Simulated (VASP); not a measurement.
# Mn (P6_3/mmc) in VASP: notebook

Aim: see how the results for Mn move with the level of theory and the settings. Levels: LDA, PBEsol, r2SCAN. Tasks: single point.

All numbers are computed with VASP 6.6.1; they aren't measurements. Logs are shortened: lines on timing, memory, paths and dates and some standing lists are left out, and cuts for length are marked.

## Step 1: The cell of the first run

Symmetry: P6_3/mmc, No. 194, hexagonal system. Conventional cell: a = 2.532 Å, b = 2.532 Å, c = 4.105 Å, α = 90.00°, β = 90.00°, γ = 120.00°. Within 3.3 Å of Mn (site symmetry -6m2) lie 12 Mn at 2.52 to 2.53 Å.

This isn't the form of Mn at room conditions, which is a 58-atom cubic cell.

## Step 2: Single point, LDA, collinear spin, ferromagnetic start

INCAR reads:

```
  PREC = Accurate
  ENCUT = 520
  EDIFF = 1E-7
  ISMEAR = -1
  SIGMA = 0.05
  LREAL = F
  LASPH = T
  NELM = 150
  ALGO = Normal
  ISIF = 2
  LWAVE = F
  LCHARG = F
  ISPIN = 2
  MAGMOM = 4 4
  LORBIT = 11
  LMAXMIX = 4
  NBANDS = 24
```

KPOINTS reads:

```
regular mesh
0
Gamma
  12 12 7
```

POSCAR reads:

```
Mn
1.0
    2.5323570740      0.0000000000      0.0000000000
   -1.2661785370      2.1930855575      0.0000000000
    0.0000000000      0.0000000000      4.1051600476
Mn
2
Direct
    0.3333333333      0.6666666667      0.2500000000
    0.6666666667      0.3333333333      0.7500000000
```

Potentials or basis: VASP PAW LDA potentials, release 64 (Mn_pv).

Command:

```console
cat potpaw_LDA.64/Mn_pv/POTCAR > POTCAR
mpirun -np 1 vasp_std > vasp.out
```

OUTCAR:

```text
PREC = Accurate
   ENCUT = 520
   EDIFF = 1E-7
   ISMEAR = -1
   LREAL = F
   LASPH = T
   NELM = 150
   ISIF = 2
   ISPIN = 2
   LORBIT = 11

 ion  position               nearest neighbor table
   1  0.333  0.667  0.250-   2 2.52   2 2.52   2 2.52   2 2.52   2 2.52   2 2.52
   2  0.667  0.333  0.750-   1 2.52   1 2.52   1 2.52   1 2.52   1 2.52   1 2.52

  LATTYP: Found a hexagonal cell.
 ALAT       =     2.5323570740
 C/A-ratio  =     1.6210826229

  Lattice vectors:

 A1 = (   2.5323570740,   0.0000000000,   0.0000000000)
 A2 = (  -1.2661785370,   2.1930855575,   0.0000000000)
 A3 = (   0.0000000000,   0.0000000000,   4.1051600476)

Analysis of symmetry for initial positions (statically):
=====================================================================
 Subroutine PRICEL returns:
 Original cell was already a primitive cell.

 Routine SETGRP: Setting up the symmetry group for a
 hexagonal supercell.

 Subroutine GETGRP returns: Found 24 space group operations
 (whereof 12 operations were pure point group operations)
 out of a pool of 24 trial point group operations.

The static configuration has the point symmetry D_3d.
 The point group associated with its full space group is D_6h.

Analysis of symmetry for dynamics (positions and initial velocities):
=====================================================================
 Subroutine PRICEL returns:
 Original cell was already a primitive cell.

 Routine SETGRP: Setting up the symmetry group for a
 hexagonal supercell.

 Subroutine GETGRP returns: Found 24 space group operations
 (whereof 12 operations were pure point group operations)
 out of a pool of 24 trial point group operations.

The dynamic configuration has the point symmetry D_3d.
 The point group associated with its full space group is D_6h.

Analysis of structural, dynamic, and magnetic symmetry:
=====================================================================
 Subroutine PRICEL returns:
 Original cell was already a primitive cell.

 Routine SETGRP: Setting up the symmetry group for a
 hexagonal supercell.

 Subroutine GETGRP returns: Found 24 space group operations
 (whereof 12 operations were pure point group operations)
 out of a pool of 24 trial point group operations.

The overall configuration has the point symmetry D_3d.
 The point group associated with its full space group is D_6h.

 Subroutine INISYM returns: Found 24 space group operations
 (whereof 12 operations are pure point group operations),
 and found     1 'primitive' translations

----------------------------------------------------------------------------------------

                                     Primitive cell

  volume of cell :      22.7987

  direct lattice vectors                    reciprocal lattice vectors
     2.532357074  0.000000000  0.000000000     0.394889019  0.227989281  0.000000000
    -1.266178537  2.193085557  0.000000000     0.000000000  0.455978563  0.000000000
     0.000000000  0.000000000  4.105160048     0.000000000  0.000000000  0.243595862

  length of vectors
     2.532357074  2.532357074  4.105160048     0.455978563  0.455978563  0.243595862

  position of ions in fractional coordinates (direct lattice)
     0.333333333  0.666666667  0.250000000
     0.666666667  0.333333333  0.750000000

  ion indices of the primitive-cell ions
   primitive index   ion index
                 1           1
                 2           2

----------------------------------------------------------------------------------------

 KPOINTS: regular mesh

Automatic generation of k-mesh.
 Grid dimensions read from file:
 generate k-points for:   12   12    7

 Generating k-lattice:

  Cartesian coordinates                     Fractional coordinates (reciprocal lattice)
     0.032907418  0.018999107  0.000000000     0.083333333  0.000000000  0.000000000
     0.000000000  0.037998214  0.000000000     0.000000000  0.083333333  0.000000000
     0.000000000  0.000000000  0.034799409     0.000000000  0.000000000  0.142857143

  Length of vectors
     0.037998214  0.037998214  0.034799409

  Shift w.r.t. Gamma in fractional coordinates (k-lattice)
     0.000000000  0.000000000  0.000000000

 Subroutine IBZKPT returns following result:
 ===========================================

 Found     76 irreducible k-points:

 Following reciprocal coordinates:
            Coordinates               Weight
  0.000000  0.000000  0.000000      1.000000
  0.083333  0.000000  0.000000      6.000000
  0.166667  0.000000  0.000000      6.000000
  0.250000  0.000000  0.000000      6.000000
  0.333333  0.000000  0.000000      6.000000
  0.416667  0.000000  0.000000      6.000000
[... 16 lines left out ...]
  0.250000  0.000000  0.142857     12.000000
  0.333333  0.000000  0.142857     12.000000
 [... further k-points ...]
   k-points           NKPTS =     76   k-points in BZ     NKDIM =     76   number of bands    NBANDS=     24
[... 91 lines left out ...]
      2     -37.9035      1.00000
      3     -37.8817      1.00000
      4     -37.8156      1.00000
      5     -37.7872      1.00000
      6     -37.7813      1.00000
[... 16 lines left out ...]
     23      32.9941      0.00000
     24      34.3093      0.00000

 k-point     3 :       0.1667    0.0000    0.0000
  band No.  band energies     occupation
      1     -38.3753      1.00000
      2     -37.9916      1.00000
      3     -37.9091      1.00000
      4     -37.9051      1.00000
      5     -37.8012      1.00000
      6     -37.7982      1.00000
[... 16 lines left out ...]
     23      32.1691      0.00000
     24      33.2223      0.00000
[... 514 lines left out ...]
 k-point    23 :       0.2500    0.0000    0.1429
  band No.  band energies     occupation
      1     -38.3050      1.00000
      2     -38.0963      1.00000
      3     -38.0415      1.00000
      4     -37.9392      1.00000
      5     -37.8346      1.00000
      6     -37.8277      1.00000
[... 16 lines left out ...]
     23      30.5746      0.00000
     24      32.3006      0.00000

 k-point    24 :       0.3333    0.0000    0.1429
  band No.  band energies     occupation
      1     -38.2923      1.00000
      2     -38.1811      1.00000
      3     -38.1399      1.00000
      4     -37.9737      1.00000
      5     -37.8674      1.00000
      6     -37.8495      1.00000
[... 16 lines left out ...]
     23      29.2032      0.00000
     24      31.5599      0.00000

 [... further k-points ...]

 spin component 2

 k-point     1 :       0.0000    0.0000    0.0000
  band No.  band energies     occupation
      1     -38.4312      1.00000
      2     -37.8710      1.00000
      3     -37.8710      1.00000
      4     -37.7819      1.00000
      5     -37.7819      1.00000
      6     -37.7755      1.00000
[... 16 lines left out ...]
     23      34.5383      0.00000
     24      34.5383      0.00000

 k-point     2 :       0.0833    0.0000    0.0000
  band No.  band energies     occupation
      1     -38.4166      1.00000
      2     -37.9031      1.00000
      3     -37.8813      1.00000
      4     -37.8152      1.00000
      5     -37.7868      1.00000
      6     -37.7810      1.00000
[... 16 lines left out ...]
     23      32.9942      0.00000
     24      34.3094      0.00000

 k-point     3 :       0.1667    0.0000    0.0000
  band No.  band energies     occupation
      1     -38.3750      1.00000
      2     -37.9913      1.00000
      3     -37.9088      1.00000
      4     -37.9048      1.00000
      5     -37.8009      1.00000
      6     -37.7979      1.00000
[... 16 lines left out ...]
     23      32.1692      0.00000
     24      33.2224      0.00000
[... 514 lines left out ...]
 k-point    23 :       0.2500    0.0000    0.1429
  band No.  band energies     occupation
      1     -38.3047      1.00000
      2     -38.0960      1.00000
      3     -38.0412      1.00000
      4     -37.9389      1.00000
      5     -37.8343      1.00000
      6     -37.8273      1.00000
[... 16 lines left out ...]
     23      30.5747      0.00000
     24      32.3007      0.00000

 k-point    24 :       0.3333    0.0000    0.1429
  band No.  band energies     occupation
      1     -38.2920      1.00000
      2     -38.1807      1.00000
      3     -38.1396      1.00000
      4     -37.9733      1.00000
      5     -37.8671      1.00000
      6     -37.8492      1.00000
[... 16 lines left out ...]
     23      29.2034      0.00000
     24      31.5600      0.00000

 [... further k-points ...]

------------------------ aborting loop because EDIFF is reached ----------------------------------------

  FORCE on cell =-STRESS in cart. coord.  units (eV):
  Direction    XX          YY          ZZ          XY          YZ          ZX
  --------------------------------------------------------------------------------------
  -------------------------------------------------------------------------------------
  Total       -4.4290661     -4.4290661     -4.5771787     -0.0000000     -0.0000000      0.0000000
  in kB     -311.2519861   -311.2519861   -321.6605815     -0.0000000     -0.0000000      0.0000000
  external PRESSURE =    -314.7215179 kB  Pullay stress =       0.0000000 kB

 VOLUME and BASIS-vectors are now :
 -----------------------------------------------------------------------------
  energy-cutoff  :      520.00
  volume of cell :       22.80
      direct lattice vectors                 reciprocal lattice vectors
     2.532357074  0.000000000  0.000000000     0.394889019  0.227989281  0.000000000
    -1.266178537  2.193085557  0.000000000     0.000000000  0.455978563  0.000000000
     0.000000000  0.000000000  4.105160048     0.000000000  0.000000000  0.243595862

 POSITION                                       TOTAL-FORCE (eV/Angst)
 -----------------------------------------------------------------------------------
     -0.00000      1.46206      1.02629         0.000000      0.000000      0.000000
      1.26618      0.73103      3.07887        -0.000000     -0.000000      0.000000
 -----------------------------------------------------------------------------------
    total drift:                               -0.000000      0.000000     -0.000000

  FREE ENERGIE OF THE ION-ELECTRON SYSTEM (eV)
  ---------------------------------------------------
  free  energy   TOTEN  =       -20.0158880444 eV

  energy  without entropy=      -19.9917685194  energy(sigma->0) =      -20.00382828

 total charge

# of ion       s       p       d       tot
------------------------------------------
    1        0.405   6.360   5.121  11.886
    2        0.405   6.360   5.121  11.886
--------------------------------------------------
tot          0.810  12.719  10.243  23.772

 magnetization (x)

# of ion       s       p       d       tot
------------------------------------------
    1       -0.000   0.000   0.000   0.000
    2       -0.000   0.000   0.000   0.000
--------------------------------------------------
tot         -0.000   0.000   0.000   0.000
```

Run time: 40 s. Hardware: 1 thread of AMD EPYC 9R45 (Zen 5), shared host; peak memory 0.14 GiB.

Results:

| Quantity | Value |
| --- | --- |
| Free energy | -20.0159 eV |
| Pressure | -31.5 GPa |
| Band gap on the k mesh | zero (filled and empty bands overlap) |
| Net moment | 0.00 μB per cell |
| Valence electrons inside the program's atomic spheres | Mn 11.89 |

Stress tensor (GPa, compression positive):
```
-31.13   0.00   0.00
  0.00 -31.13   0.00
  0.00   0.00 -32.17
```

Caveat: the cell stands under tension.

## Step 3: Single point, PBEsol, collinear spin, ferromagnetic start

INCAR reads:

```
SYSTEM = Mn
  PREC = Accurate
  ENCUT = 520
  EDIFF = 1E-6
  ISMEAR = -1
  SIGMA = 0.05
  LREAL = .False.
  LASPH = .True.
  NELM = 150
  ALGO = Normal
  ISIF = 2
  LWAVE = .False.
  LCHARG = .False.
  ISPIN = 2
  MAGMOM = 4 4
  LORBIT = 11
  LMAXMIX = 4
  GGA = PS
  NBANDS = 24
```

KPOINTS reads:

```
regular mesh
0
Gamma
  12 12 7
  0 0 0
```

POSCAR is that of step 2.

Potentials or basis: VASP PAW PBE potentials, release 64 (Mn_pv).

Command:

```console
cat potpaw_PBE.64/Mn_pv/POTCAR > POTCAR
mpirun -np 1 vasp_std > vasp.out
```

Run time: 40 s. Hardware: 1 thread of AMD EPYC 9R45 (Zen 5), shared host; peak memory 0.15 GiB.

Results (log left out):

```yaml
Free_energy: -19.2441 eV
Pressure: -24.7 GPa
Band_gap_on_the_k_mesh: zero (filled and empty bands overlap)
Net_moment: 0.00 μB per cell
Valence_electrons_inside_the_program's_atomic_spheres: Mn 11.88
```

Stress tensor (GPa, compression positive):
```
-24.53   0.00   0.00
  0.00 -24.53   0.00
  0.00   0.00 -25.11
```

Levels at points of the mesh, in eV from the Fermi level:
Spin up:
```tsv
k point	band 9	band 10	band 11	band 12	band 13	band 14	band 15	band 16	band 17	band 18
(0.00, 0.00, 0.00)	-0.89	-0.86	-0.86	-0.43	-0.43	0.06	0.06	0.64	1.49	1.49
(0.50, 0.00, 0.00)	-3.38	-1.29	-1.04	-0.86	-0.39	1.68	1.81	1.88	3.33	5.28
```
Spin down:
```tsv
k point	band 9	band 10	band 11	band 12	band 13	band 14	band 15	band 16	band 17	band 18
(0.00, 0.00, 0.00)	-0.89	-0.86	-0.86	-0.43	-0.43	0.06	0.06	0.64	1.49	1.49
(0.50, 0.00, 0.00)	-3.38	-1.29	-1.04	-0.86	-0.39	1.68	1.81	1.88	3.33	5.29
```

Caveat: the cell stands under tension; the PAW data sets were made with another functional, which shifts forces and pressure a little.

## Step 4: Single point, r2SCAN, collinear spin, ferromagnetic start

This run uses another cell than the first one, of 10.11 Å³/atom.

POSCAR reads:

```
Mn
1.0
    2.4329448958      0.0000000000      0.0000000000
   -1.2164724479      2.1069920858      0.0000000000
    0.0000000000      0.0000000000      3.9440046930
Mn
2
Direct
    0.3333333333      0.6666666667      0.2500000000
    0.6666666667      0.3333333333      0.7500000000
```

INCAR.step1 reads:

```
PREC = Accurate
ENCUT = 520
ISMEAR = -1
SIGMA = 0.05
LREAL = F
LASPH = T
NELM = 150
ISPIN = 2
MAGMOM = 4 4
LMAXMIX = 4
NBANDS = 24
GGA = PE
ALGO = Normal
EDIFF = 1E-4
LWAVE = T
LCHARG = F
```

INCAR.step2 reads:

```
PREC = Accurate
ENCUT = 520
EDIFF = 1E-7
ISMEAR = -1
SIGMA = 0.05
LREAL = F
LASPH = T
NELM = 150
ALGO = Normal
ISIF = 2
LWAVE = F
LCHARG = F
ISPIN = 2
MAGMOM = 4 4
LORBIT = 11
LMAXMIX = 4
METAGGA = R2SCAN
LMIXTAU = T
NBANDS = 24
ISTART = 1
```

KPOINTS reads:

```
Automatic mesh
0
Gamma
  12 12 7
```

Command:

```console
cat potpaw_PBE.64/Mn_pv/POTCAR > POTCAR
cp INCAR.step1 INCAR
mpirun -np 1 vasp_std > vasp.out
cp INCAR.step2 INCAR
mpirun -np 1 vasp_std > vasp.out
```

Run time: 2.6 min. Hardware: 1 thread of AMD EPYC 9R45 (Zen 5), shared host; peak memory 0.14 GiB.

The run converged. Its results:

```
Free energy                                           : -28.5222 eV
Pressure                                              : 10.2 GPa
Band gap on the k mesh                                : zero (filled and empty bands overlap)
Net moment                                            : 0.00 μB per cell
Valence electrons inside the program's atomic spheres : Mn 12.14
```

Stress tensor (GPa, compression positive):
```
 9.73  0.00  0.00
 0.00  9.73  0.00
 0.00  0.00 11.02
```

Levels at points of the mesh, in eV from the Fermi level:
Spin up:
```tsv
k point	band 9	band 10	band 11	band 12	band 13	band 14	band 15	band 16	band 17	band 18
(0.00, 0.00, 0.00)	-1.11	-1.05	-1.05	-0.52	-0.52	0.10	0.10	0.66	1.84	1.84
(0.50, 0.00, 0.00)	-4.18	-1.55	-1.26	-1.05	-0.48	2.06	2.24	2.30	3.97	6.33
```
Spin down:
```tsv
k point	band 10	band 11	band 12	band 13	band 14	band 15	band 16	band 17
(0.00, 0.00, 0.00)	-1.05	-1.05	-0.52	-0.52	0.10	0.10	0.66	1.84
(0.50, 0.00, 0.00)	-1.55	-1.26	-1.05	-0.48	2.06	2.24	2.30	3.97
```

Caveat: the cell stands under pressure; the PAW data sets were made with another functional, which shifts forces and pressure a little.

## Step 5: Single point, r2SCAN, collinear spin, ferromagnetic start

This run uses another cell than the first one, of 10.32 Å³/atom.

POSCAR reads:

```
Mn
1.0
    2.4500788750      0.0000000000      0.0000000000
   -1.2250394376      2.1218305471      0.0000000000
    0.0000000000      0.0000000000      3.9717802890
Mn
2
Direct
    0.3333333333      0.6666666667      0.2500000000
    0.6666666667      0.3333333333      0.7500000000
```

INCAR.step1 reads:

```
ALGO = Normal
EDIFF = 1E-4
ENCUT = 520
GGA = PE
ISMEAR = -1
ISPIN = 2
LASPH = T
LCHARG = F
LMAXMIX = 4
LREAL = F
LWAVE = T
MAGMOM = 4 4
NBANDS = 24
NELM = 150
PREC = Accurate
SIGMA = 0.05
```

INCAR.step2 reads:

```
ALGO = Normal
EDIFF = 1E-6
ENCUT = 520
ISIF = 2
ISMEAR = -1
ISPIN = 2
ISTART = 1
LASPH = T
LCHARG = F
LMAXMIX = 4
LMIXTAU = T
LORBIT = 11
LREAL = F
LWAVE = F
MAGMOM = 4 4
METAGGA = R2SCAN
NBANDS = 24
NELM = 150
PREC = Accurate
SIGMA = 0.05
```

KPOINTS reads:

```
k-points
0
Gamma
  12 12 7
```

Command:

```console
cat potpaw_PBE.64/Mn_pv/POTCAR > POTCAR
cp INCAR.step1 INCAR
mpirun -np 1 vasp_std > vasp.out
cp INCAR.step2 INCAR
mpirun -np 1 vasp_std > vasp.out
```

Wall time 2.7 min (1 thread of AMD EPYC 9R45 (Zen 5), shared host); peak memory 0.15 GiB.

It converged, with:

- Free energy: -28.5401 eV
- Pressure: 3.1 GPa
- Band gap on the k mesh: zero (filled and empty bands overlap)
- Net moment: 0.00 μB per cell
- Valence electrons inside the program's atomic spheres: Mn 12.10

Stress tensor (GPa, compression positive):
```
2.57 0.00 0.00
0.00 2.57 0.00
0.00 0.00 4.01
```

Levels at points of the mesh, in eV from the Fermi level:
Spin up:
```csv
k point,band 9,band 10,band 11,band 12,band 13,band 14,band 15,band 16,band 17,band 18
"(0.00, 0.00, 0.00)",-1.08,-1.02,-1.02,-0.51,-0.51,0.10,0.10,0.62,1.79,1.79
"(0.50, 0.00, 0.00)",-4.06,-1.54,-1.22,-1.02,-0.47,2.00,2.17,2.24,3.86,6.16
```
Spin down:
```
           k point  band 9  band 10  band 11  band 12  band 13  band 14  band 15  band 16  band 17  band 18
(0.00, 0.00, 0.00)   -1.08    -1.02    -1.02    -0.51    -0.51     0.10     0.10     0.62     1.79     1.79
(0.50, 0.00, 0.00)   -4.06    -1.54    -1.22    -1.02    -0.47     2.00     2.17     2.24     3.86     6.16
```

Caveat: the cell stands under pressure; the PAW data sets were made with another functional, which shifts forces and pressure a little.
